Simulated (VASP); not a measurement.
Set up this calculation in VASP 6.6.1, as the native input.

```yaml
Task: single point
Functional: PBE
Potentials_or_basis: VASP PAW PBE potentials, release 64 (Mg, O)
Cutoff: 600 eV
k_mesh: 10 × 10 × 10
Occupations: gaussian, width 0.05 eV
Spin: no spin polarisation
Dipole_correction: no
Further_INCAR_settings: ALGO = Normal; EDIFF = 1e-06; NBANDS = 11
```

The structure of MgO lies in POSCAR:

```
MgO
1.0
    0.0000000000      2.1448745921      2.1448745921
    2.1448745921      0.0000000000      2.1448745921
    2.1448745921      2.1448745921      0.0000000000
Mg O
1 1
Direct
    0.0199592763      0.0199592763     -0.0199592763
    0.4696787168      0.4696787168      0.5303212832
```

These files were run (other wordings do the same):

INCAR

```
  ALGO = Normal
  EDIFF = 1E-6
  ENCUT = 600
  GGA = PE
  GGA_COMPAT = F
  ISIF = 2
  ISMEAR = 0
  LASPH = T
  LCHARG = T
  LELF = T
  LREAL = F
  LVHAR = T
  LWAVE = F
  NBANDS = 11
  NELM = 120
  PREC = Accurate
  SIGMA = 0.05
```

KPOINTS

```
k-points
0
Gamma
  10 10 10
```

Potentials or basis: VASP PAW PBE potentials, release 64 (Mg, O).

Launch:

```sh
$ cat potpaw_PBE.64/Mg/POTCAR potpaw_PBE.64/O/POTCAR > POTCAR
$ mpirun -np 1 vasp_std > vasp.out
```

Results of the run:

| Item | Value |
| --- | --- |
| Pressure | -0.5 GPa |
| Largest force | 1.251 eV/Å |
| Band gap on the k mesh | 4.21 eV, direct |

Caveat: forces of over 1 eV/Å act on the atoms, so gaps and moduli don't describe the material at rest.

Wall time 8 s on 1 thread of Intel(R) Xeon(R) 6975P-C (Granite Rapids) (shared host), peak memory 0.16 GiB.
